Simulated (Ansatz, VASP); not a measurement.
# One calculation of AlN, two programs

Contents of INCAR:

```
PREC = Accurate ; ENCUT = 520
EDIFF = 1E-6 ; ISMEAR = 0
SIGMA = 0.05 ; LREAL = False
LASPH = True ; NELM = 80
ALGO = Normal ; ISIF = 2
LWAVE = False ; LCHARG = False
GGA = PS ; NBANDS = 16
```

The input KPOINTS:

```
Automatic mesh
0
Gamma
  9 9 6
```

File POSCAR:

```
AlN
1.0
    3.1752084790      0.0000000000      0.0000000000
   -1.5876042395      2.7498112052      0.0000000000
    0.0000000000      0.0000000000      4.0461681649
Al N
2 2
Direct
    0.3333333333      0.6666666667      0.7500000000
    0.6666666667      0.3333333333      0.2500000000
    0.3333333333      0.6666666667      0.2500000000
    0.6666666667      0.3333333333      0.7500000000
```

Input for Ansatz:

```yaml
crystal:
  lattice:
    - [3.175208479, 0.0, 0.0]
    - [-1.5876042395, 2.7498112052, 0.0]
    - [0.0, 0.0, 4.0461681649]
  atoms:
    - { symbol: Al, position: [0.3333333333, 0.6666666667, 0.75] }
    - { symbol: Al, position: [0.6666666667, 0.3333333333, 0.25] }
    - { symbol: "N", position: [0.3333333333, 0.6666666667, 0.25] }
    - { symbol: "N", position: [0.6666666667, 0.3333333333, 0.75] }
basis:
  ecutwfc: 520.0
kpoints:
  mp_grid: { grid: [9, 9, 6] }
hamiltonian:
  xc: pbesol
  pseudopotentials: { kind: paw, azcp: { folder: soft_1 } }
scf:
  occupations: { method: gaussian, width: 0.05 }
output:
  forces: true
  stress: true
  eigenvalues: true
```

Alike in both runs: task single point; functional PBEsol; k mesh 9 × 9 × 6; occupations gaussian, width 0.05 eV; no spin polarisation.

|  | VASP | Ansatz |
| --- | --- | --- |
| version | VASP 6.6.1 | Ansatz 0.2.0 |
| potentials or method | VASP PAW PBE potentials, release 64 (Al, N), cutoff 520 eV | scalar-relativistic, plane waves, PAW |
| valence electrons in the cell | 16 | 16 |

```csv
,VASP,Ansatz,Ansatz less VASP
gap on the k mesh at the Fermi level (eV),4.05,4.03,-0.018
least direct gap on the mesh (eV),4.05,4.03,-0.018
pressure (GPa),27.2,27.1,-0.20
"traceless stress, the component that is largest in VASP (GPa)",-6.72,-6.64,+0.085
```

VASP's potentials were made for PBE, not for PBEsol, and Ansatz warns of the same on its side.
